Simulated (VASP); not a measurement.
# Al4BSbP2 (I-4) in VASP: single point with PBE

Aim: the single point of Al4BSbP2 with PBE.

All numbers are computed with VASP 6.6.1; they aren't measurements. Logs are shortened: lines on timing, memory, paths and dates and some standing lists are left out, and cuts for length are marked.

## 1. The cell of the first run

The structure is tetragonal, space group I-4 (No. 82). Conventional cell: a = 5.583 Å, b = 5.583 Å, c = 10.799 Å, α = 90.00°, β = 90.00°, γ = 90.00°. Al (site symmetry 1) has 1 B at 2.13 Å and 2 P at 2.40 to 2.42 Å and 1 Sb at 2.69 Å within 2.8 Å. Within 2.8 Å of B (site symmetry -4) lie 4 Al at 2.13 Å. Sb (site symmetry -4) has 4 Al at 2.69 Å within 3.5 Å. P (site symmetry -4) has 4 Al at 2.42 Å within 3.2 Å. Within 3.2 Å of P (site symmetry -4) lie 4 Al at 2.40 Å.

The cell was generated, and may not be a known phase.

## 2. Single point, PBE

The input, INCAR:

```
SYSTEM = Al4BSbP2
ALGO     = Normal         ! electronic algorithm
EDIFF    = 1E-7           ! SCF threshold, eV
ENCUT    = 520            ! plane-wave cutoff, eV
GGA      = PE             ! functional
ISIF     = 2              ! what is computed and relaxed
ISMEAR   = 0              ! smearing method
LASPH    = .True.         ! aspherical terms in the spheres
LCHARG   = .True.         ! write CHGCAR
LELF     = .True.         ! ELF
LREAL    = .False.        ! projectors in reciprocal space
LVHAR    = .True.       
LWAVE    = .False.        ! write WAVECAR
NBANDS   = 25             ! bands
NELM     = 80             ! most SCF steps
PREC     = Accurate       ! precision mode
SIGMA    = 0.1            ! smearing width, eV
```

The input, KPOINTS:

```
k-points
0
Gamma
  8 8 8
  0 0 0
```

The input, POSCAR:

```
Al4BSbP2
1.0
   -2.7915087997      2.7915087997      5.3996213173
    2.7915087997     -2.7915087997      5.3996213173
    2.7915087997      2.7915087997     -5.3996213173
Al B Sb P
4 1 1 2
Direct
    0.0581740714      0.1004916676      0.4539079623
    0.6465837053      0.6042661091      0.5460920377
    0.3957338909      0.9418259286      0.0423175962
    0.8995083324      0.3534162947      0.9576824038
    0.7500000000      0.2500000000      0.5000000000
    0.5000000000      0.5000000000      0.0000000000
    0.2500000000      0.7500000000      0.5000000000
    0.0000000000      0.0000000000      0.0000000000
```

Potentials or basis: VASP PAW PBE potentials, release 64 (Al, B, Sb, P).

The run is started by

```console
> cat potpaw_PBE.64/Al/POTCAR potpaw_PBE.64/B/POTCAR potpaw_PBE.64/Sb/POTCAR potpaw_PBE.64/P/POTCAR > POTCAR
> mpirun -np 1 vasp_std > vasp.out
```

OUTCAR:

```text
SYSTEM = Al4BSbP2
   EDIFF = 1E-7
   ENCUT = 520
   GGA = PE
   ISIF = 2
   ISMEAR = 0
   LASPH = .True.
   LREAL = .False.
   NELM = 80
   PREC = Accurate

 ion  position               nearest neighbor table
   1  0.058  0.100  0.454-   5 2.13   8 2.40   7 2.42   6 2.69
   2  0.647  0.604  0.546-   5 2.13   8 2.40   7 2.42   6 2.69
   3  0.396  0.942  0.042-   5 2.13   8 2.40   7 2.42   6 2.69
   4  0.900  0.353  0.958-   5 2.13   8 2.40   7 2.42   6 2.69
   5  0.750  0.250  0.500-   4 2.13   3 2.13   2 2.13   1 2.13
   6  0.500  0.500  0.000-   2 2.69   3 2.69   1 2.69   4 2.69
   7  0.250  0.750  0.500-   1 2.42   4 2.42   3 2.42   2 2.42
   8  0.000  0.000  0.000-   2 2.40   3 2.40   4 2.40   1 2.40

  LATTYP: Found a body centered tetragonal cell.
 ALAT       =     5.5830175994
 C/A-ratio  =     1.9343020942

  Lattice vectors:

 A1 = (  -2.7915087997,   2.7915087997,   5.3996213173)
 A2 = (   2.7915087997,  -2.7915087997,   5.3996213173)
 A3 = (   2.7915087997,   2.7915087997,  -5.3996213173)

Analysis of symmetry for initial positions (statically):
=====================================================================
 Subroutine PRICEL returns:
 Original cell was already a primitive cell.

 Routine SETGRP: Setting up the symmetry group for a
 body centered tetragonal supercell.

 Subroutine GETGRP returns: Found  4 space group operations
 (whereof  4 operations were pure point group operations)
 out of a pool of 16 trial point group operations.

The static configuration has the point symmetry S_4 .

Analysis of symmetry for dynamics (positions and initial velocities):
=====================================================================
 Subroutine PRICEL returns:
 Original cell was already a primitive cell.

 Routine SETGRP: Setting up the symmetry group for a
 body centered tetragonal supercell.

 Subroutine GETGRP returns: Found  4 space group operations
 (whereof  4 operations were pure point group operations)
 out of a pool of 16 trial point group operations.

The dynamic configuration has the point symmetry S_4 .

 Subroutine INISYM returns: Found  4 space group operations
 (whereof  4 operations are pure point group operations),
 and found     1 'primitive' translations

----------------------------------------------------------------------------------------

                                     Primitive cell

  volume of cell :     168.3067

  direct lattice vectors                    reciprocal lattice vectors
    -2.791508800  2.791508800  5.399621317     0.000000000  0.179114606  0.092599086
     2.791508800 -2.791508800  5.399621317     0.179114606  0.000000000  0.092599086
     2.791508800  2.791508800 -5.399621317     0.179114606  0.179114606  0.000000000

  length of vectors
     6.688867851  6.688867851  6.688867851     0.201634900  0.201634900  0.253306306

  position of ions in fractional coordinates (direct lattice)
     0.058174071  0.100491668  0.453907962
     0.646583705  0.604266109  0.546092038
     0.395733891  0.941825929  0.042317596
     0.899508332  0.353416295  0.957682404
     0.750000000  0.250000000  0.500000000
     0.500000000  0.500000000  0.000000000
     0.250000000  0.750000000  0.500000000
     0.000000000  0.000000000  0.000000000

  ion indices of the primitive-cell ions
   primitive index   ion index
                 1           1
                 2           2
                 3           3
                 4           4
                 5           5
                 6           6
                 7           7
                 8           8

----------------------------------------------------------------------------------------

 KPOINTS: k-points

Automatic generation of k-mesh.
 Grid dimensions read from file:
 generate k-points for:    8    8    8

 Generating k-lattice:

  Cartesian coordinates                     Fractional coordinates (reciprocal lattice)
     0.000000000  0.022389326  0.011574886     0.125000000  0.000000000  0.000000000
     0.022389326  0.000000000  0.011574886     0.000000000  0.125000000  0.000000000
     0.022389326  0.022389326  0.000000000     0.000000000  0.000000000  0.125000000

  Length of vectors
     0.025204363  0.025204363  0.031663288

  Shift w.r.t. Gamma in fractional coordinates (k-lattice)
     0.000000000  0.000000000  0.000000000

 Subroutine IBZKPT returns following result:
 ===========================================

 Found     78 irreducible k-points:

 Following reciprocal coordinates:
            Coordinates               Weight
  0.000000  0.000000  0.000000      1.000000
  0.125000 -0.000000  0.000000      8.000000
  0.250000 -0.000000  0.000000      8.000000
  0.375000 -0.000000  0.000000      8.000000
  0.500000 -0.000000  0.000000      4.000000
  0.125000  0.125000  0.000000      8.000000
[... 16 lines left out ...]
 -0.375000  0.250000 -0.000000      8.000000
  0.375000 -0.250000 -0.125000      8.000000
 [... further k-points ...]
   k-points           NKPTS =     78   k-points in BZ     NKDIM =     78   number of bands    NBANDS=     25
   number of dos      NEDOS =    301   number of ions     NIONS =      8
   total plane-waves  NPLWV = 125000
   dimension x,y,z NGX =    50 NGY =   50 NGZ =   50
   dimension x,y,z NGXF=   100 NGYF=  100 NGZF=  100
   ions per type =               4   1   1   2
   NGX,Y,Z   is equivalent  to a cutoff of  12.43, 12.43, 12.43 a.u.
   NGXF,Y,Z  is equivalent  to a cutoff of  24.85, 24.85, 24.85 a.u.
 SYSTEM =  Al4BSbP2
   PREC   = accura    normal or accurate (medium, high low for compatibility)
   ISTART =      0    job   : 0-new  1-cont  2-samecut
   ICHARG =      2    charge: 1-file 2-atom 10-const
   ISPIN  =      1    spin polarized calculation?
   LNONCOLLINEAR =      F non collinear calculations
   LSORBIT =      F    spin-orbit coupling
   LASPH  =      T    aspherical Exc in radial PAW
   ENCUT  =  520.0 eV  38.22 Ry    6.18 a.u.  12.44 12.44 12.44*2*pi/ulx,y,z
   NELM   =     80;   NELMIN=  2; NELMDL= -5     # of ELM steps
   EDIFF  = 0.1E-06   stopping-criterion for ELM
   LREAL  =      F    real-space projection
   EDIFFG = 0.1E-05   stopping-criterion for IOM
   NSW    =      0    number of steps for IOM
   IBRION =     -1    ionic relax: 0-MD 1-quasi-New 2-CG
   NFREE  =      0    steps in history (QN), initial steepest desc. (CG)
   ISIF   =      2    stress and relaxation
   ISYM   =      2    0-nonsym 1-usesym 2-fastsym
   POTIM  = 0.5000    time-step for ionic-motion
   TEBEG  =    0.0;   TEEND  =   0.0 temperature during run
   PSTRESS=    0.0 pullay stress
   NELECT =      30.0000    total number of electrons
   NUPDOWN=      -1.0000    fix difference up-down
   EMIN   =  10.00;   EMAX   =-10.00  energy-range for DOS
   EFERMI =   0.00;   METHOD = LEGACY
   ISMEAR =     0;   SIGMA  =   0.10  broadening in eV -4-tet -1-fermi 0-gaus
   EFERMI_NEDOS =   21; number of points for ismear=-14 and -15
   IALGO  =     38    algorithm
   IMIX   =      4    mixing-type and parameters
     AMIX     =   0.40;   BMIX     =  1.00
     AMIX_MAG =   1.60;   BMIX_MAG =  1.00
  volume/ion in A,a.u.               =      21.04       141.97
  Fermi-wavevector in a.u.,A,eV,Ry     =   0.921329  1.741060 11.549270  0.848847
  Thomas-Fermi vector in A             =   2.046734
   LORBIT       =      0    0 simple, 1 ext, 2 COOP (PROOUT), +10 PAW based schemes
   GGA     = PE    functional components
   LHFCALC =     F    Hartree Fock is set to
   AEXX    =    0.0000 exact exchange contribution
   IVDW    =     0    specifies the selected vdW correction
   LEPSILON=     F    determine dielectric tensor
   LRPA    =     F    only Hartree local field effects (RPA)
 non-spin polarized calculation
 Gauss-broadening in eV      SIGMA  =   0.10
  energy-cutoff  :      520.00
  volume of cell :      168.31
 maximum number of plane-waves:      4573
 NGX is ok and might be reduce to    50
   NGX = 25   NGY = 25   NGZ = 25

 number of electron      29.9999999 magnetization

 Free energy of the ion-electron system (eV)
  ---------------------------------------------------
  ext. energy  EPLUGINS =         0.00000000
  ---------------------------------------------------
  free energy    TOTEN  =       -36.93082904 eV

  energy without entropy =      -36.90879512  energy(sigma->0) =      -36.91981208

 E-fermi :   4.6187     XC(G=0):  -9.1873

 val. band max:        4.6114823631   @ k =  -0.3750   0.5000   0.2500
 cond. band min:       4.6195892693   @ k =  -0.2500   0.2500   0.1250
 fundamental gap:      0.0081069062
 Fermi energy:         4.6187281635

 k-point     1 :       0.0000    0.0000    0.0000
  band No.  band energies     occupation
      1      -6.6387      2.00000
      2      -4.8076      2.00000
      3      -3.8326      2.00000
      4      -1.8623      2.00000
      5      -0.4927      2.00000
      6      -0.2146      2.00000
[... 17 lines left out ...]
     24       9.8807      0.00000
     25      10.5483      0.00000

 k-point     2 :       0.1250   -0.0000    0.0000
  band No.  band energies     occupation
      1      -6.5755      2.00000
      2      -4.8575      2.00000
      3      -3.9057      2.00000
      4      -2.0012      2.00000
      5      -0.4248      2.00000
      6      -0.1910      2.00000
[... 17 lines left out ...]
     24       9.7618      0.00000
     25      10.3081      0.00000

 k-point     3 :       0.2500   -0.0000    0.0000
  band No.  band energies     occupation
      1      -6.3952      2.00000
      2      -4.9972      2.00000
      3      -4.0942      2.00000
      4      -2.2957      2.00000
      5      -0.3160      2.00000
      6      -0.0798      2.00000
[... 552 lines left out ...]
 k-point    23 :      -0.3750    0.2500   -0.0000
  band No.  band energies     occupation
      1      -6.0584      2.00000
      2      -5.1730      2.00000
      3      -4.3090      2.00000
      4      -2.4751      2.00000
      5      -0.8108      2.00000
      6      -0.1530      2.00000
[... 17 lines left out ...]
     24      10.1196      0.00000
     25      10.4623      0.00000

 k-point    24 :       0.3750   -0.2500   -0.1250
  band No.  band energies     occupation
      1      -6.0582      2.00000
      2      -5.1748      2.00000
      3      -4.3044      2.00000
      4      -2.4877      2.00000
      5      -0.7862      2.00000
      6      -0.1181      2.00000
[... 17 lines left out ...]
     24      10.1140      0.00000
     25      10.4900      0.00000

 [... further k-points ...]

------------------------ aborting loop because EDIFF is reached ----------------------------------------

  FORCE on cell =-STRESS in cart. coord.  units (eV):
  Direction    XX          YY          ZZ          XY          YZ          ZX
  --------------------------------------------------------------------------------------
  -------------------------------------------------------------------------------------
  Total        0.0307656      0.0307656      0.0059037      0.0000000      0.0000000      0.0000000
  in kB        0.2928702      0.2928702      0.0561994      0.0000000      0.0000000      0.0000000
  external PRESSURE =       0.2139799 kB  Pullay stress =       0.0000000 kB

 VOLUME and BASIS-vectors are now :
 -----------------------------------------------------------------------------
  energy-cutoff  :      520.00
  volume of cell :      168.31
      direct lattice vectors                 reciprocal lattice vectors
    -2.791508800  2.791508800  5.399621317     0.000000000  0.179114606  0.092599086
     2.791508800 -2.791508800  5.399621317     0.179114606  0.000000000  0.092599086
     2.791508800  2.791508800 -5.399621317     0.179114606  0.179114606  0.000000000

 POSITION                                       TOTAL-FORCE (eV/Angst)
 -----------------------------------------------------------------------------------
      1.38522      1.14896     -1.59420        -0.009959     -0.013822     -0.009004
      1.40629      1.64255      3.80543         0.009959      0.013822     -0.009004
      1.64255     -1.40629      6.99382         0.013822     -0.009959      0.009004
      1.14896      4.19780      1.59420        -0.013822      0.009959      0.009004
      0.00000      2.79151      2.69981         0.000000      0.000000     -0.000000
      0.00000      0.00000      5.39962         0.000000      0.000000     -0.000000
      2.79151      0.00000      2.69981         0.000000      0.000000     -0.000000
      0.00000      0.00000      0.00000        -0.000000      0.000000     -0.000000
 -----------------------------------------------------------------------------------
    total drift:                               -0.000000     -0.000000     -0.000001

  FREE ENERGIE OF THE ION-ELECTRON SYSTEM (eV)
  ---------------------------------------------------
  free  energy   TOTEN  =       -36.9308290397 eV

  energy  without entropy=      -36.9087951240  energy(sigma->0) =      -36.91981208
```

Wall time 12 min (1 thread of Intel Xeon Platinum 8488C (Sapphire Rapids), shared host); peak memory 0.57 GiB.

What came out:

```
Free energy            : -36.9308 eV
Pressure               : 0.0 GPa
Largest force          : 0.019 eV/Å
Band gap on the k mesh : zero (bands 15 and 16 overlap by 1.07 eV)
```

Forces on the atoms (eV/Å):
```
Al  -0.010 -0.014 -0.009
Al   0.010  0.014 -0.009
Al   0.014 -0.010  0.009
Al  -0.014  0.010  0.009
B    0.000  0.000  0.000
Sb   0.000  0.000  0.000
P    0.000  0.000  0.000
P    0.000  0.000  0.000
```

Levels at points of the mesh, in eV from the Fermi level:
| k point | band 11 | band 12 | band 13 | band 14 | band 15 | band 16 | band 17 | band 18 | band 19 | band 20 |
| --- | --- | --- | --- | --- | --- | --- | --- | --- | --- | --- |
| (0.00, 0.00, 0.00) | -2.06 | -1.82 | -1.82 | 0.54 | 0.54 | 0.67 | 1.29 | 2.17 | 3.68 | 4.24 |
| (0.50, 0.00, 0.00) | -1.88 | -1.73 | -1.30 | -0.97 | -0.69 | 0.06 | 3.26 | 3.66 | 3.99 | 4.26 |
| (0.50, 0.50, 0.00) | -1.02 | -0.66 | -0.54 | -0.13 | -0.08 | 0.40 | 2.69 | 3.00 | 3.43 | 3.57 |
| (0.50, 0.50, 0.50) | -1.52 | -1.13 | -1.08 | -1.08 | -0.53 | -0.53 | 0.85 | 2.26 | 2.55 | 2.55 |

Caveat: spin-orbit coupling is left out, which moves the levels of the heavy elements.
